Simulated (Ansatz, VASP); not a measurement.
Given: the input of a run of VASP 6.6.1 on KF.

Contents of POSCAR:

```
KF
1.0
    0.0000000000      2.6718500000      2.6718500000
    2.6718500000      0.0000000000      2.6718500000
    2.6718500000      2.6718500000      0.0000000000
K F
1 1
Direct
    0.0000000000      0.0000000000      0.0000000000
    0.5000000000      0.5000000000      0.5000000000
```

File INCAR.step1:

```
ALGO = Normal
EDIFF = 1E-5
ENCUT = 520
GGA = PE
ISIF = 2
ISMEAR = -1
LASPH = T
LCHARG = F
LREAL = F
LWAVE = T
NBANDS = 15
NELM = 80
PREC = Accurate
SIGMA = 0.05
```

The input INCAR.step2:

```
AEXX = 0.1
ALGO = Normal
EDIFF = 1E-6
ENCUT = 520
GGA = PE
HFSCREEN = 0.2078699
ISIF = 2
ISMEAR = -1
ISTART = 1
LASPH = T
LCHARG = F
LHFCALC = T
LREAL = F
LWAVE = F
NBANDS = 15
NELM = 80
PREC = Accurate
PRECFOCK = Normal
SIGMA = 0.05
```

Contents of KPOINTS:

```
k-points
0
Gamma
  5 5 5
```

Potentials or basis: VASP PAW PBE potentials, release 64 (K_sv, F).

Command:

```sh
$ cat potpaw_PBE.64/K_sv/POTCAR potpaw_PBE.64/F/POTCAR > POTCAR
$ cp INCAR.step1 INCAR
$ mpirun -np 1 vasp_std > vasp.out
$ cp INCAR.step2 INCAR
$ mpirun -np 1 vasp_std > vasp.out
```

Question: Set up the same calculation for Ansatz 0.2.0. Potentials there: Ansatz PAW.

Answer: As run (the cutoff follows the program's own potentials):

File input.yaml:

```yaml
crystal:
  lattice:
    - [0.0, 2.67185, 2.67185]
    - [2.67185, 0.0, 2.67185]
    - [2.67185, 2.67185, 0.0]
  atoms:
    - { symbol: K, position: [0.0, 0.0, 0.0] }
    - { symbol: F, position: [0.5, 0.5, 0.5] }
hamiltonian:
  xc:
    exchange: pbe
    correlation: pbe
    exx: { coeff: 0.1, omega: 0.2078699 }
  pseudopotentials: { kind: paw }
kpoints:
  mp_grid: { grid: [5, 5, 5] }
scf:
  occupations: { method: fermi_dirac, width: 0.05 }
output:
  forces: true
  stress: true
  eigenvalues: true
```

Potentials or basis: Ansatz PAW.

Command:

```bash
$ ansatz run input.yaml --threads 1 --pin off --max-ram 3584MiB --backend cpu --events-out ev --progress --plain --runs-dir out
```

Both were run:

|  | VASP | Ansatz | Ansatz less VASP |
| --- | --- | --- | --- |
| gap on the k mesh at the Fermi level (eV) | 6.95 | 6.97 | +0.016 |
| least direct gap on the mesh (eV) | 6.95 | 6.97 | +0.016 |
| pressure (GPa) | 1.1 | 1.0 | -0.06 |

VASP's potentials were made for PBE, not for PBE-based screened hybrid. With one functional, cell and mesh, what is left measures potentials, basis and numerics.

Noted on Ansatz's run: odd divisions of the mesh miss points on the zone boundary, where band edges often lie, so the gap on the mesh can be too wide.
